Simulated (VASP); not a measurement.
Set up this calculation in VASP 6.6.1, as the native input.

```
Task                   : relaxation of cell and atoms
Functional             : r2SCAN
Dispersion             : D4
Potentials or basis    : VASP PAW PBE potentials, release 64 (Ta_pv, N)
Cutoff                 : 600 eV
k mesh                 : 5 × 5 × 8
Occupations            : methfessel-paxton, width 0.15 eV
Spin                   : no spin polarisation
Dipole correction      : no
Further INCAR settings : ALGO = Normal; EDIFF = 1e-07; IBRION = 2; EDIFFG = -0.01; NSW = 80; ISIF = 3
```

Crystal: TaN.

```
Ta N
1.0
     5.19100    0.00000    0.00000
    -2.59550    4.49554    0.00000
     0.00000    0.00000    2.90800
Ta N
3 3
Direct
  0.00000 0.00000 0.00000
  0.33333 0.66667 0.50000
  0.66667 0.33333 0.50000
  0.50000 0.00000 0.00000
  0.50000 0.50000 0.00000
  0.00000 0.50000 0.00000
```

One way to write it, as run:

POSCAR

```
TaN
1.0
    5.1910000000      0.0000000000      0.0000000000
   -2.5955000000      4.4955378710      0.0000000000
    0.0000000000      0.0000000000      2.9080000000
Ta N
3 3
Direct
    0.0000000000      0.0000000000      0.0000000000
    0.3333330000      0.6666670000      0.5000000000
    0.6666670000      0.3333330000      0.5000000000
    0.5000000000      0.0000000000      0.0000000000
    0.5000000000      0.5000000000      0.0000000000
    0.0000000000      0.5000000000      0.0000000000
```

INCAR.step1

```
ALGO = Normal ; EDIFF = 1E-4
ENCUT = 600 ; GGA = PE
ISMEAR = 1 ; LASPH = T
LCHARG = F ; LREAL = F
LWAVE = T ; NELM = 100
PREC = Accurate ; SIGMA = 0.15
```

INCAR.step2

```
ALGO = Normal ; EDIFF = 1E-7
EDIFFG = -0.01 ; ENCUT = 600
IBRION = 2 ; ISIF = 3
ISMEAR = 1 ; ISTART = 1
IVDW = 13 ; LASPH = T
LCHARG = F ; LMIXTAU = T
LREAL = F ; LWAVE = F
METAGGA = R2SCAN ; NELM = 100
NSW = 80 ; PREC = Accurate
SIGMA = 0.15 ; VDW_A1 = 0.51559235
VDW_A2 = 5.77342911 ; VDW_S6 = 1.0
VDW_S8 = 0.6018749
```

KPOINTS

```
k-points
0
Gamma
  5 5 8
```

Potentials or basis: VASP PAW PBE potentials, release 64 (Ta_pv, N).

The run is started by

```sh
$ cat potpaw_PBE.64/Ta_pv/POTCAR potpaw_PBE.64/N/POTCAR > POTCAR
$ cp INCAR.step1 INCAR
$ mpirun -np 1 vasp_std > vasp.out
$ cp INCAR.step2 INCAR
$ mpirun -np 1 vasp_std > vasp.out
```

It gave:

```json
{
  "Relaxed volume": "11.51 Å³/atom",
  "Relaxed cell": "a = 5.234 Å, b = 5.234 Å, c = 2.911 Å, α = 90.00°, β = 90.00°, γ = 120.00°",
  "Space group after relaxing (to 0.1 Å)": "P6/mmm (No. 191)",
  "Energy gained by relaxing": "3.3 meV/atom",
  "Ionic steps": "5",
  "Pressure after relaxing": "0.0 GPa",
  "Band gap on the k mesh": "zero (bands 24 and 25 overlap by 2.17 eV)",
  "Dispersion energy per atom": "-0.107 eV"
}
```

Caveat: the PAW data sets were made with another functional, which shifts forces and pressure a little; spin-orbit coupling is left out, which moves the levels of the heavy elements.

Wall time 13 min on 1 thread of AMD EPYC 9R45 96-Core Processor (Zen 5) (shared host), peak memory 0.22 GiB.
